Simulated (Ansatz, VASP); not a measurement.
**BeS in VASP and in Ansatz**

File POSCAR:

```
BeS
1.0
    0.0000000000      2.4343062304      2.4343062304
    2.4087460149      0.0000000000      2.4343062304
    2.4087460149      2.4343062304      0.0000000000
Be S
1 1
Direct
    0.0000000000      0.0000000000      0.0000000000
    0.2500000000      0.2500000000      0.2500000000
```

INCAR.step1

```
SYSTEM = BeS
PREC = Accurate
ENCUT = 520
ISMEAR = 0
SIGMA = 0.01
LREAL = .False.
LASPH = .True.
NELM = 60
NBANDS = 11
GGA = PE
ALGO = Normal
EDIFF = 1E-4
LWAVE = .True.
LCHARG = .False.
```

File INCAR.step2:

```
SYSTEM = BeS
PREC = Accurate
ENCUT = 520
EDIFF = 1E-6
ISMEAR = 0
SIGMA = 0.01
LREAL = .False.
LASPH = .True.
NELM = 60
ALGO = Normal
ISIF = 2
LWAVE = .False.
LCHARG = .True.
METAGGA = R2SCAN
LMIXTAU = .True.
LELF = .True.
LVHAR = .True.
NBANDS = 11
ISTART = 1
```

The input KPOINTS:

```
regular mesh
0
Gamma
  10 10 10
  0 0 0
```

Input for Ansatz:

```yaml
crystal:
  lattice:
    - [0.0, 2.4343062304, 2.4343062304]
    - [2.4087460149, 0.0, 2.4343062304]
    - [2.4087460149, 2.4343062304, 0.0]
  atoms:
    - { symbol: Be, position: [0.0, 0.0, 0.0] }
    - { symbol: S, position: [0.25, 0.25, 0.25] }
kpoints:
  mp_grid: { grid: [10, 10, 10] }
  band_path:
    path:
      - [0.0, 0.0, 0.0]
      - [-0.5, -0.5, 0.0]
      - [-0.375, -0.375, 0.25]
      - [-0.375, 0.0, 0.375]
      - [0.0, 0.0, 0.5]
      - [-0.5, -0.25, 0.25]
      - [-0.0375, 0.0, 0.0375]
    npoints: 1
hamiltonian:
  xc: r2scan
scf:
  occupations: { method: fixed }
  n_extra_bands: 4
output:
  forces: true
  stress: true
  eigenvalues: true
```

Change from the starting cell: uniaxial_x strain -1.1%.

Alike in both runs: task single point; functional r2SCAN; k mesh 10 × 10 × 10; no spin polarisation.

```csv
,VASP,Ansatz
version,VASP 6.6.1,Ansatz 0.2.0
potentials or method,"VASP PAW PBE potentials, release 64 (Be, S)","plane waves, PAW"
plane-wave cutoff (eV),520,500
occupations,"gaussian, width 0.01 eV",fixed
valence electrons in the cell,8,8
```

Ansatz gave:

* gap on the k mesh at the Fermi level (eV): 3.47
* pressure (GPa): 1.0
* traceless stress, the component that is largest in VASP (GPa): 0.70

Question: Which values does VASP return?

Answer: gap on the k mesh at the Fermi level (eV): 3.48; pressure (GPa): 1.3; traceless stress, the component that is largest in VASP (GPa): 0.69.

VASP's potentials were made for PBE, not for r2SCAN.
